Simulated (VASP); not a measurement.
# Bi2Te3 (Tellurobismuthite) (R-3m) in VASP: single point with PBE+D3(BJ)

Aim: the single point of Bi2Te3 (Tellurobismuthite) with PBE+D3(BJ).

Program: VASP 6.6.1. These are calculated values, not measurements. Logs are shortened: lines on timing, memory, paths and dates and some standing lists are left out, and cuts for length are marked.

**Experimental background.**

“Vacancy and Antisite-Induced Ferromagnetism in Liquid-Phase Exfoliated Bi2Te3”, 2024, arxiv:2412.10539 quotes, for a bulk crystal of Bi2Te3: band gap 0.17 eV.

How close the calculation comes is told below.

### 1 The cell of the first run

Symmetry: R-3m, No. 166, trigonal system. Conventional cell: a = 4.386 Å, b = 4.386 Å, c = 30.316 Å, α = 90.00°, β = 90.00°, γ = 120.00°. Bi (site symmetry 3m) has 6 Te at 3.07 to 3.24 Å within 4.0 Å. Te (site symmetry -3m) has 6 Bi at 3.24 Å within 4.3 Å. Te (site symmetry 3m) has 3 Bi at 3.07 Å and 3 Te at 3.62 Å within 4.0 Å.

### 2 Single point, PBE+D3(BJ)

INCAR

```
PREC = Accurate ; ENCUT = 520
EDIFF = 1E-7 ; ISMEAR = 0
SIGMA = 0.01 ; LREAL = F
LASPH = T ; NELM = 100
ALGO = Normal ; ISIF = 2
LWAVE = F ; LCHARG = F
GGA = PE ; IVDW = 12
NBANDS = 32
```

KPOINTS

```
Automatic mesh
0
Gamma
  9 9 9
```

POSCAR

```
Bi2Te3
1.0
    2.1929673021      1.2661102622     10.1053166013
   -2.1929673021      1.2661102622     10.1053166013
    0.0000000000     -2.5322205244     10.1053166013
Bi Te
2 3
Direct
    0.4001126575      0.4001126575      0.4001126575
    0.5998873425      0.5998873425      0.5998873425
    0.0000000000      0.0000000000      0.0000000000
    0.2094168633      0.2094168633      0.2094168633
    0.7905831367      0.7905831367      0.7905831367
```

Potentials or basis: VASP PAW PBE potentials, release 64 (Bi_d, Te).

Launch:

```sh
$ cat potpaw_PBE.64/Bi_d/POTCAR potpaw_PBE.64/Te/POTCAR > POTCAR
$ mpirun -np 1 vasp_std > vasp.out
```

OUTCAR:

```text
PREC = Accurate
   ENCUT = 520
   EDIFF = 1E-7
   ISMEAR = 0
   LREAL = F
   LASPH = T
   NELM = 100
   ISIF = 2
   GGA = PE
   IVDW = 12
 IVDW          = 12

 ion  position               nearest neighbor table
   1  0.400  0.400  0.400-   5 3.07   5 3.07   5 3.07   3 3.24   3 3.24   3 3.24
   2  0.600  0.600  0.600-   4 3.07   4 3.07   4 3.07   3 3.24   3 3.24   3 3.24
   3  0.000  0.000  0.000-   2 3.24   2 3.24   1 3.24   1 3.24   2 3.24   1 3.24
   4  0.209  0.209  0.209-   2 3.07   2 3.07   2 3.07   5 3.62   5 3.62   5 3.62
   5  0.791  0.791  0.791-   1 3.07   1 3.07   1 3.07   4 3.62   4 3.62   4 3.62

  LATTYP: Found a trigonal (rhomboedric) cell.
 ALAT       =    10.4177523678
 COS(alpha) =     0.9113770406

  Lattice vectors:

 A1 = (   2.1929673021,   1.2661102622,  10.1053166013)
 A2 = (  -2.1929673021,   1.2661102622,  10.1053166013)
 A3 = (   0.0000000000,  -2.5322205244,  10.1053166013)

Analysis of symmetry for initial positions (statically):
=====================================================================
 Subroutine PRICEL returns:
 Original cell was already a primitive cell.

 Routine SETGRP: Setting up the symmetry group for a
 trigonal (rhombohedral) supercell.

 Subroutine GETGRP returns: Found 12 space group operations
 (whereof 12 operations were pure point group operations)
 out of a pool of 12 trial point group operations.

The static configuration has the point symmetry D_3d.

Analysis of symmetry for dynamics (positions and initial velocities):
=====================================================================
 Subroutine PRICEL returns:
 Original cell was already a primitive cell.

 Routine SETGRP: Setting up the symmetry group for a
 trigonal (rhombohedral) supercell.

 Subroutine GETGRP returns: Found 12 space group operations
 (whereof 12 operations were pure point group operations)
 out of a pool of 12 trial point group operations.

The dynamic configuration has the point symmetry D_3d.

 Subroutine INISYM returns: Found 12 space group operations
 (whereof 12 operations are pure point group operations),
 and found     1 'primitive' translations

----------------------------------------------------------------------------------------

                                     Primitive cell

  volume of cell :     168.3468

  direct lattice vectors                    reciprocal lattice vectors
     2.192967302  1.266110262 10.105316601     0.228001576  0.131636771  0.032985937
[... 95 lines left out ...]
   NSW    =      0    number of steps for IOM
   IBRION =     -1    ionic relax: 0-MD 1-quasi-New 2-CG
   NFREE  =      0    steps in history (QN), initial steepest desc. (CG)
   ISIF   =      2    stress and relaxation
   ISYM   =      2    0-nonsym 1-usesym 2-fastsym
   POTIM  = 0.5000    time-step for ionic-motion
   TEBEG  =    0.0;   TEEND  =   0.0 temperature during run
   PSTRESS=    0.0 pullay stress
   NELECT =      48.0000    total number of electrons
   NUPDOWN=      -1.0000    fix difference up-down
   EMIN   =  10.00;   EMAX   =-10.00  energy-range for DOS
   EFERMI =   0.00;   METHOD = LEGACY
   ISMEAR =     0;   SIGMA  =   0.01  broadening in eV -4-tet -1-fermi 0-gaus
   EFERMI_NEDOS =   21; number of points for ismear=-14 and -15
   IALGO  =     38    algorithm
   IMIX   =      4    mixing-type and parameters
     AMIX     =   0.40;   BMIX     =  1.00
     AMIX_MAG =   1.60;   BMIX_MAG =  1.00
  volume/ion in A,a.u.               =      33.67       227.21
  Fermi-wavevector in a.u.,A,eV,Ry     =   1.077507  2.036194 15.796668  1.161022
  Thomas-Fermi vector in A             =   2.213421
   LORBIT       =      0    0 simple, 1 ext, 2 COOP (PROOUT), +10 PAW based schemes
   GGA     = PE    functional components
   LHFCALC =     F    Hartree Fock is set to
   AEXX    =    0.0000 exact exchange contribution
   IVDW    =    12    specifies the selected vdW correction
   LEPSILON=     F    determine dielectric tensor
   LRPA    =     F    only Hartree local field effects (RPA)
 non-spin polarized calculation
 Gauss-broadening in eV      SIGMA  =   0.01
  energy-cutoff  :      520.00
  volume of cell :      168.35
 maximum number of plane-waves:      4558
 NGX is ok and might be reduce to    80
   NGX = 39   NGY = 39   NGZ = 39

 number of electron      48.0000006 magnetization

 Free energy of the ion-electron system (eV)
  ---------------------------------------------------
  ext. energy  EPLUGINS =         0.00000000
  ---------------------------------------------------
  free energy    TOTEN  =       -18.32357748 eV

  energy without entropy =      -18.32357748  energy(sigma->0) =      -18.32357748

 E-fermi :   6.4324     XC(G=0):  -9.3557

 val. band max:        6.2988705882   @ k =   0.0000   0.0000   0.0000
 cond. band min:       6.5538483324   @ k =   0.0000   0.0000   0.0000
 fundamental gap:      0.2549777442
 Fermi energy:         6.4324321701

 k-point     1 :       0.0000    0.0000    0.0000
  band No.  band energies     occupation
      1     -16.9220      2.00000
      2     -16.9220      2.00000
      3     -16.9205      2.00000
      4     -16.9205      2.00000
      5     -16.9147      2.00000
      6     -16.9133      2.00000
[... 829 lines left out ...]
     31      11.1565      0.00000
     32      11.9459      0.00000

 [... further k-points ...]

------------------------ aborting loop because EDIFF is reached ----------------------------------------

 Edisp (eV)   -2.25189

 E8    (eV) :    -1.0690

  FORCE on cell =-STRESS in cart. coord.  units (eV):
  Direction    XX          YY          ZZ          XY          YZ          ZX
  --------------------------------------------------------------------------------------
  -------------------------------------------------------------------------------------
  Total      -0.01429    -0.01429    -0.03956     0.00000     0.00000     0.00000
  in kB      -0.13599    -0.13599    -0.37654     0.00000     0.00000     0.00000
  external pressure =       -0.22 kB  Pullay stress =        0.00 kB

 VOLUME and BASIS-vectors are now :
 -----------------------------------------------------------------------------
  energy-cutoff  :      520.00
  volume of cell :      168.35
      direct lattice vectors                 reciprocal lattice vectors
     2.192967302  1.266110262 10.105316601     0.228001576  0.131636771  0.032985937
    -2.192967302  1.266110262 10.105316601    -0.228001576  0.131636771  0.032985937
     0.000000000 -2.532220524 10.105316601     0.000000000 -0.263273542  0.032985937

 POSITION                                       TOTAL-FORCE (eV/Angst)
 -----------------------------------------------------------------------------------
      0.00000      0.00000     12.12980         0.000000     -0.000000     -0.009277
      0.00000      0.00000     18.18615         0.000000      0.000000      0.009277
      0.00000      0.00000      0.00000         0.000000     -0.000000      0.000000
      0.00000      0.00000      6.34867         0.000000      0.000000     -0.014175
      0.00000      0.00000     23.96728         0.000000     -0.000000      0.014175
 -----------------------------------------------------------------------------------
    total drift:                               -0.000000     -0.000000      0.000000

  FREE ENERGIE OF THE ION-ELECTRON SYSTEM (eV)
  ---------------------------------------------------
  free  energy   TOTEN  =       -20.5754697185 eV

  energy  without entropy=      -20.5754697185  energy(sigma->0) =      -20.57546972
```

OSZICAR:

```text
N       E                     dE             d eps       ncg     rms          rms(c)
DAV:   1     0.434429091146E+03    0.43443E+03   -0.21664E+04  5440   0.145E+03
DAV:   2     0.275314569147E+02   -0.40690E+03   -0.39102E+03  5648   0.380E+02
DAV:   3    -0.166469452395E+02   -0.44178E+02   -0.42038E+02  7032   0.137E+02
DAV:   4    -0.184939255622E+02   -0.18470E+01   -0.18406E+01  6000   0.299E+01
DAV:   5    -0.185848254423E+02   -0.90900E-01   -0.90892E-01  8176   0.661E+00    0.771E+00
DAV:   6    -0.183119384545E+02    0.27289E+00   -0.35174E-01  7216   0.458E+00    0.561E+00
DAV:   7    -0.183224850608E+02   -0.10547E-01   -0.21786E-01  6888   0.203E+00    0.118E+00
DAV:   8    -0.183233479059E+02   -0.86285E-03   -0.29586E-02  6104   0.976E-01    0.583E-01
DAV:   9    -0.183232190460E+02    0.12886E-03   -0.25400E-03  6592   0.358E-01    0.346E-01
DAV:  10    -0.183235414324E+02   -0.32239E-03   -0.94458E-04  5776   0.146E-01    0.687E-02
DAV:  11    -0.183235691661E+02   -0.27734E-04   -0.51914E-05  6928   0.422E-02    0.333E-02
DAV:  12    -0.183235761733E+02   -0.70072E-05   -0.15775E-05  6456   0.182E-02    0.168E-02
DAV:  13    -0.183235775711E+02   -0.13978E-05   -0.39751E-06  5152   0.100E-02    0.278E-03
DAV:  14    -0.183235777072E+02   -0.13614E-06   -0.47742E-07  5888   0.416E-03    0.228E-03
DAV:  15    -0.183235774695E+02    0.23776E-06   -0.13457E-07  4208   0.217E-03    0.155E-03
DAV:  16    -0.183235774774E+02   -0.79017E-08   -0.20764E-08  3224   0.107E-03
   1 F= -.20575470E+02 E0= -.20575470E+02  d E =-.733680E-69
```

stdout:

```text
POSCAR found type information on POSCAR BiTe
 POSCAR found :  2 types and       5 ions
 scaLAPACK will be used
 LDA part: xc-table for (Slater+PW92), standard interpolation
 POSCAR, INCAR and KPOINTS ok, starting setup
 FFT: planning ... GRIDC
 FFT: planning ... GRID_SOFT
 FFT: planning ... GRID
 WAVECAR not read
 entering main loop
```

Run time: 29 min. Hardware: 1 thread of AMD EPYC 9R45 (Zen 5), shared host; peak memory 1.1 GiB.

What came out:

| Item | Value |
| --- | --- |
| Free energy | -20.5755 eV |
| Pressure | 0.0 GPa |
| Largest force | 0.014 eV/Å |
| Band gap on the k mesh | 0.25 eV, direct |
| Dispersion energy per atom | -0.450 eV |

Forces in eV/Å, atoms in the order of the input:
```
Bi   0.000  0.000 -0.009
Bi   0.000  0.000  0.009
Te   0.000  0.000  0.000
Te   0.000  0.000 -0.014
Te   0.000  0.000  0.014
```

Caveat: spin-orbit coupling is left out, which moves the levels of the heavy elements.

### 3 How close it comes

Step 2. Measured gap of Bi2Te3: 0.17 eV (quoted in “Vacancy and Antisite-Induced Ferromagnetism in Liquid-Phase Exfoliated Bi2Te3”, 2024, arxiv:2412.10539). This calculation gives 0.25 eV (+0.08 eV). Spin-orbit coupling on Bi, Te is left out. The value is that of PBE+D3(BJ) on a finite k mesh, which can miss the band edges, without temperature or zero-point motion.
